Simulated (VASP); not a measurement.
# TiO2 in VASP: single point with PBE+D3(BJ)

Aim: the single point of TiO2 with PBE+D3(BJ).

Everything below comes from runs of VASP 6.6.1. Logs are shortened: lines on timing, memory, paths and dates and some standing lists are left out, and cuts for length are marked.

## (1) The cell of the first run

The cell holds a slab with vacuum, 24 atoms: a = 7.575 Å, b = 5.484 Å, c = 23.868 Å, α = 90.00°, β = 90.00°, γ = 110.20°.

## (2) Single point, PBE+D3(BJ)

Input file INCAR:

```
PREC = Accurate
ENCUT = 520
EDIFF = 1E-6
ISMEAR = 0
SIGMA = 0.05
LREAL = Auto
LASPH = True
NELM = 80
ALGO = Normal
ISIF = 2
LWAVE = False
LCHARG = False
LDIPOL = True
IDIPOL = 3
DIPOL = 0.5 0.5 0.460
GGA = PE
IVDW = 12
NBANDS = 114
```

Input file KPOINTS:

```
regular mesh
0
Gamma
  2 3 1
```

Input file POSCAR:

```
TiO2
1.0
    7.5747420773      0.0000000000      0.0000000000
   -1.8936855193      5.1466543491      0.0000000000
    0.0000000000      0.0000000000     23.8678571424
O Ti
16 8
Direct
    0.1576574046      0.6306296184      0.3351788119
    0.6576574046      0.6306296184      0.3351788119
    0.2995803411      0.1983213645      0.3720660547
    0.7995803411      0.1983213645      0.3720660547
    0.4777260877      0.9109043507      0.3965902711
    0.9777260877      0.9109043507      0.3965902711
    0.1196490242      0.4785960968      0.4334775139
    0.6196490242      0.4785960968      0.4334775139
    0.2215158583      0.9002053031      0.4847734150
    0.7246613820      0.9010086805      0.4840236779
    0.3630194973      0.4482061616      0.5191893470
    0.8643641054      0.4525205178      0.5212691027
    0.5458239348      0.1775470235      0.5575987470
    0.0404260416      0.1693398069      0.5560223152
    0.1966526096      0.7435210564      0.5812728119
    0.6846207530      0.7529278704      0.5819231658
    0.0676917461      0.2707669845      0.3658845415
    0.5676917461      0.2707669845      0.3658845415
    0.2096146827      0.8384587307      0.4027717843
    0.7096146827      0.8384587307      0.4027717843
    0.1363307687      0.5385345991      0.5179326493
    0.6305221593      0.5303682882      0.5203078072
    0.2740224854      0.0701451925      0.5531789932
    0.7636630618      0.0718979614      0.5487961751
```

Potentials or basis: VASP PAW PBE potentials, release 64 (O, Ti_sv).

Command:

```sh
> cat potpaw_PBE.64/O/POTCAR potpaw_PBE.64/Ti_sv/POTCAR > POTCAR
> mpirun -np 1 vasp_std > vasp.out
```

OUTCAR:

```text
PREC = Accurate
   ENCUT = 520
   EDIFF = 1E-6
   ISMEAR = 0
   LREAL = Auto
   LASPH = True
   NELM = 80
   ISIF = 2
   GGA = PE
   IVDW = 12
 IVDW          = 12

 ion  position               nearest neighbor table
   1  0.158  0.631  0.335-  19 1.94  17 1.99
   2  0.658  0.631  0.335-  20 1.94  18 1.99
   3  0.300  0.198  0.372-  17 1.94  18 1.94  19 1.99
   4  0.800  0.198  0.372-  18 1.94  17 1.94  20 1.99
   5  0.478  0.911  0.397-  20 1.94  19 1.94  18 1.99
   6  0.978  0.911  0.397-  19 1.94  20 1.94  17 1.99
   7  0.120  0.479  0.433-  17 1.94  19 1.99  21 2.04
   8  0.620  0.479  0.433-  18 1.94  20 1.99  22 2.09
   9  0.222  0.900  0.485-  23 1.85  19 1.98  21 2.02
  10  0.725  0.901  0.484-  24 1.78  20 1.97  22 2.09
  11  0.363  0.448  0.519-  22 1.92  21 1.94  23 2.11
  12  0.864  0.453  0.521-  21 1.95  22 1.96  24 2.07
  13  0.546  0.178  0.558-  23 1.94  24 1.94  22 2.02
  14  0.040  0.169  0.556-  24 1.98  23 2.02  21 2.11
  15  0.197  0.744  0.581-  23 1.81  21 1.84
  16  0.685  0.753  0.582-  24 1.82  22 1.86
  17  0.068  0.271  0.366-   3 1.94   4 1.94   7 1.94   6 1.99   1 1.99
  18  0.568  0.271  0.366-   4 1.94   3 1.94   8 1.94   5 1.99   2 1.99
  19  0.210  0.838  0.403-   6 1.94   5 1.94   1 1.94   9 1.98   3 1.99   7 1.99
  20  0.710  0.838  0.403-   5 1.94   6 1.94   2 1.94  10 1.97   4 1.99   8 1.99
  21  0.136  0.539  0.518-  15 1.84  11 1.94  12 1.95   9 2.02   7 2.04  14 2.11  23 2.86
  22  0.631  0.530  0.520-  16 1.86  11 1.92  12 1.96  13 2.02   8 2.09  10 2.09  24 2.87
  23  0.274  0.070  0.553-  15 1.81   9 1.85  13 1.94  14 2.02  11 2.11  21 2.86
  24  0.764  0.072  0.549-  10 1.78  16 1.82  13 1.94  14 1.98  12 2.07  22 2.87

  Warning from LATTYP: Monoclinic adjustment (A1->A3, A2->A1, A3->A2)!
  LATTYP: Found a simple monoclinic cell.
 ALAT       =     5.4839853971
 B/A-ratio  =     4.3522831325
 C/A-ratio  =     1.3812476746
 COS(beta)  =    -0.3453119186

  Lattice vectors:

 A1 = (  -1.8936855193,   5.1466543491,   0.0000000000)
 A2 = (   0.0000000000,   0.0000000000,  23.8678571424)
 A3 = (   7.5747420773,   0.0000000000,   0.0000000000)

Analysis of symmetry for initial positions (statically):
=====================================================================
 Subroutine PRICEL returns:
 Original cell was already a primitive cell.

 Routine SETGRP: Setting up the symmetry group for a
 simple monoclinic supercell.

 Subroutine GETGRP returns: Found  1 space group operations
 (whereof  1 operations were pure point group operations)
 out of a pool of  4 trial point group operations.

The static configuration has the point symmetry C_1 .

Analysis of symmetry for dynamics (positions and initial velocities):
=====================================================================
 Subroutine PRICEL returns:
 Original cell was already a primitive cell.

 Routine SETGRP: Setting up the symmetry group for a
 simple monoclinic supercell.

 Subroutine GETGRP returns: Found  1 space group operations
 (whereof  1 operations were pure point group operations)
 out of a pool of  4 trial point group operations.

The dynamic configuration has the point symmetry C_1 .

 Subroutine INISYM returns: Found  1 space group operations
 (whereof  1 operations are pure point group operations),
 and found     1 'primitive' translations

----------------------------------------------------------------------------------------

                                     Primitive cell

  volume of cell :     930.4784

  direct lattice vectors                    reciprocal lattice vectors
     7.574742077  0.000000000  0.000000000     0.132017696  0.048575246  0.000000000
    -1.893685519  5.146654349  0.000000000     0.000000000  0.194300983  0.000000000
     0.000000000  0.000000000 23.867857142     0.000000000  0.000000000  0.041897351

  length of vectors
     7.574742077  5.483985397 23.867857142     0.140670632  0.194300983  0.041897351

  position of ions in fractional coordinates (direct lattice)
     0.157657405  0.630629618  0.335178812
     0.657657405  0.630629618  0.335178812
     0.299580341  0.198321365  0.372066055
     0.799580341  0.198321365  0.372066055
     0.477726088  0.910904351  0.396590271
     0.977726088  0.910904351  0.396590271
[... 16 lines left out ...]
     0.274022485  0.070145193  0.553178993
     0.763663062  0.071897961  0.548796175

  ion indices of the primitive-cell ions
   primitive index   ion index
                 1           1
                 2           2
                 3           3
                 4           4
                 5           5
                 6           6
[... 16 lines left out ...]
                23          23
                24          24

----------------------------------------------------------------------------------------

 KPOINTS: regular mesh

Automatic generation of k-mesh.
 Grid dimensions read from file:
 generate k-points for:    2    3    1

 Generating k-lattice:

  Cartesian coordinates                     Fractional coordinates (reciprocal lattice)
     0.066008848  0.024287623  0.000000000     0.500000000  0.000000000  0.000000000
     0.000000000  0.064766994  0.000000000     0.000000000  0.333333333  0.000000000
     0.000000000  0.000000000  0.041897351     0.000000000  0.000000000  1.000000000

  Length of vectors
     0.070335316  0.064766994  0.041897351

  Shift w.r.t. Gamma in fractional coordinates (k-lattice)
     0.000000000  0.000000000  0.000000000

 Subroutine IBZKPT returns following result:
 ===========================================

 Found      4 irreducible k-points:

 Following reciprocal coordinates:
            Coordinates               Weight
  0.000000  0.000000  0.000000      1.000000
  0.500000  0.000000  0.000000      1.000000
  0.000000  0.333333  0.000000      2.000000
  0.500000  0.333333  0.000000      2.000000
   k-points           NKPTS =      4   k-points in BZ     NKDIM =      4   number of bands    NBANDS=    114
   number of dos      NEDOS =    301   number of ions     NIONS =     24
   total plane-waves  NPLWV = 423360
   dimension x,y,z NGX =    56 NGY =   42 NGZ =  180
   dimension x,y,z NGXF=   112 NGYF=   84 NGZF=  360
   ions per type =              16   8
   NGX,Y,Z   is equivalent  to a cutoff of  12.29, 12.73, 12.54 a.u.
   NGXF,Y,Z  is equivalent  to a cutoff of  24.58, 25.46, 25.07 a.u.
 SYSTEM =  unknown system
   PREC   = accura    normal or accurate (medium, high low for compatibility)
   ISTART =      0    job   : 0-new  1-cont  2-samecut
   ICHARG =      2    charge: 1-file 2-atom 10-const
   ISPIN  =      1    spin polarized calculation?
   LNONCOLLINEAR =      F non collinear calculations
   LSORBIT =      F    spin-orbit coupling
   LASPH  =      T    aspherical Exc in radial PAW
   ENCUT  =  520.0 eV  38.22 Ry    6.18 a.u.  14.08 10.20 44.38*2*pi/ulx,y,z
   NELM   =     80;   NELMIN=  2; NELMDL= -5     # of ELM steps
   EDIFF  = 0.1E-05   stopping-criterion for ELM
   LREAL  =      T    real-space projection
   EDIFFG = 0.1E-04   stopping-criterion for IOM
   NSW    =      0    number of steps for IOM
   IBRION =     -1    ionic relax: 0-MD 1-quasi-New 2-CG
   NFREE  =      0    steps in history (QN), initial steepest desc. (CG)
   ISIF   =      2    stress and relaxation
   ISYM   =      2    0-nonsym 1-usesym 2-fastsym
   POTIM  = 0.5000    time-step for ionic-motion
   TEBEG  =    0.0;   TEEND  =   0.0 temperature during run
   PSTRESS=    0.0 pullay stress
   NELECT =     192.0000    total number of electrons
   NUPDOWN=      -1.0000    fix difference up-down
   EMIN   =  10.00;   EMAX   =-10.00  energy-range for DOS
   EFERMI =   0.00;   METHOD = LEGACY
   ISMEAR =     0;   SIGMA  =   0.05  broadening in eV -4-tet -1-fermi 0-gaus
   EFERMI_NEDOS =   21; number of points for ismear=-14 and -15
   IALGO  =     38    algorithm
   IMIX   =      4    mixing-type and parameters
     AMIX     =   0.40;   BMIX     =  1.00
     AMIX_MAG =   1.60;   BMIX_MAG =  1.00
  volume/ion in A,a.u.               =      38.77       261.63
  Fermi-wavevector in a.u.,A,eV,Ry     =   0.967401  1.828123 12.733209  0.935864
  Thomas-Fermi vector in A             =   2.097283
   LORBIT       =      0    0 simple, 1 ext, 2 COOP (PROOUT), +10 PAW based schemes
   GGA     = PE    functional components
   LHFCALC =     F    Hartree Fock is set to
   AEXX    =    0.0000 exact exchange contribution
   IVDW    =    12    specifies the selected vdW correction
   LEPSILON=     F    determine dielectric tensor
   LRPA    =     F    only Hartree local field effects (RPA)
 non-spin polarized calculation
 Gauss-broadening in eV      SIGMA  =   0.05
  energy-cutoff  :      520.00
  volume of cell :      930.48
 maximum number of plane-waves:     25078
   NGX = 29   NGY = 21   NGZ = 89

 dipolmoment           0.000000      0.000000      0.020290 electrons x Angstroem

 number of electron     191.9999990 magnetization

 dipolmoment           0.000000      0.000000     -0.013128 electrons x Angstroem

 Free energy of the ion-electron system (eV)
  ---------------------------------------------------
  ext. energy  EPLUGINS =         0.00000000
  ---------------------------------------------------
  free energy    TOTEN  =      -211.25590805 eV

  energy without entropy =     -211.25590805  energy(sigma->0) =     -211.25590805

 E-fermi :  -3.2584     XC(G=0):  -3.7058

 val. band max:       -3.6410236026   @ k =   0.0000   0.0000   0.0000
 cond. band min:      -1.5788791882   @ k =   0.0000   0.0000   0.0000
 fundamental gap:      2.0621444144
 Fermi energy:        -3.2584066818

 k-point     1 :       0.0000    0.0000    0.0000
  band No.  band energies     occupation
      1     -60.4367      2.00000
      2     -60.4049      2.00000
      3     -60.4021      2.00000
      4     -60.3205      2.00000
      5     -60.2689      2.00000
      6     -60.0928      2.00000
[... 100 lines left out ...]
    107      -0.3391      0.00000
    108      -0.2582      0.00000
[... 331 lines left out ...]
    107      -0.5080      0.00000
    108      -0.4373      0.00000
 [bands above 108 left out]

------------------------ aborting loop because EDIFF is reached ----------------------------------------

 vacuum level on the upper side and lower side of the slab       (xc-potential included)        -0.174        -0.115

 Edisp (eV)   -3.74178

 E8    (eV) :    -1.5396

  FORCE on cell =-STRESS in cart. coord.  units (eV):
  Direction    XX          YY          ZZ          XY          YZ          ZX
  --------------------------------------------------------------------------------------
  -------------------------------------------------------------------------------------
  Total      -7.51236   -15.16617    -4.92722    -0.18972    -3.17975    -0.26499
  in kB     -12.93543   -26.11441    -8.48412    -0.32668    -5.47517    -0.45628
  external pressure =      -15.84 kB  Pullay stress =        0.00 kB

 VOLUME and BASIS-vectors are now :
 -----------------------------------------------------------------------------
  energy-cutoff  :      520.00
  volume of cell :      930.48
      direct lattice vectors                 reciprocal lattice vectors
     7.574742077  0.000000000  0.000000000     0.132017696  0.048575246  0.000000000
    -1.893685519  5.146654349  0.000000000     0.000000000  0.194300983  0.000000000
     0.000000000  0.000000000 23.867857142     0.000000000  0.000000000  0.041897351

 POSITION                                       TOTAL-FORCE (eV/Angst)
 -----------------------------------------------------------------------------------
      0.00000      3.24563      8.00000        -0.003818     -1.517323      1.046707
      3.78737      3.24563      8.00000        -0.001964     -1.532183      1.027794
      1.89369      1.02069      8.88042        -0.039016      0.206752     -1.096262
      5.68106      1.02069      8.88042         0.037784      0.229186     -1.099447
      1.89369      4.68811      9.46576        -0.046658      0.286422      0.103387
      5.68106      4.68811      9.46576         0.011492      0.314248      0.053863
[... 16 lines left out ...]
      1.94282      0.36101     13.20320        -1.286518     -0.105962     -1.618830
      5.64840      0.37003     13.09859         1.214392      0.369494     -0.177077
 -----------------------------------------------------------------------------------
    total drift:                                0.036073      0.029151     -0.002765

  FREE ENERGIE OF THE ION-ELECTRON SYSTEM (eV)
  ---------------------------------------------------
  free  energy   TOTEN  =      -214.9976892518 eV

  energy  without entropy=     -214.9976892518  energy(sigma->0) =     -214.99768925

 vacuum level on the upper side and lower side of the slab         2.914         2.974
```

Wall time 75 min (1 thread of AMD EPYC 7R13 (Zen 3), shared host); peak memory 0.9 GiB.

What came out:

```yaml
Free_energy: -214.9977 eV
Largest_force: 4.577 eV/Å
Band_gap_on_the_k_mesh: 2.06 eV
Dispersion_energy_per_atom: -0.156 eV
```

Forces on the atoms (eV/Å):
```
O   -0.004 -1.517  1.047
O   -0.002 -1.532  1.028
O   -0.039  0.207 -1.096
O    0.038  0.229 -1.099
O   -0.047  0.286  0.103
O    0.011  0.314  0.054
O    0.007 -0.796 -0.074
O    0.034 -0.827  0.072
O    0.224  0.320  0.566
O   -0.127 -0.184 -0.176
O    0.063 -0.046  0.207
O   -0.196  0.156 -0.018
O   -0.377  0.029  0.308
O    0.541  0.132  0.240
O   -0.012  0.516  0.850
O   -0.084 -0.207  0.242
Ti   0.005  3.976  1.948
Ti   0.007  4.101  2.034
Ti  -0.012 -2.091 -2.001
Ti   0.029 -2.284 -2.161
Ti  -0.249 -1.251 -0.067
Ti   0.260  0.205 -0.211
Ti  -1.287 -0.106 -1.619
Ti   1.214  0.369 -0.177
```

Caveat: the k points lie up to 0.44 Å⁻¹ apart.
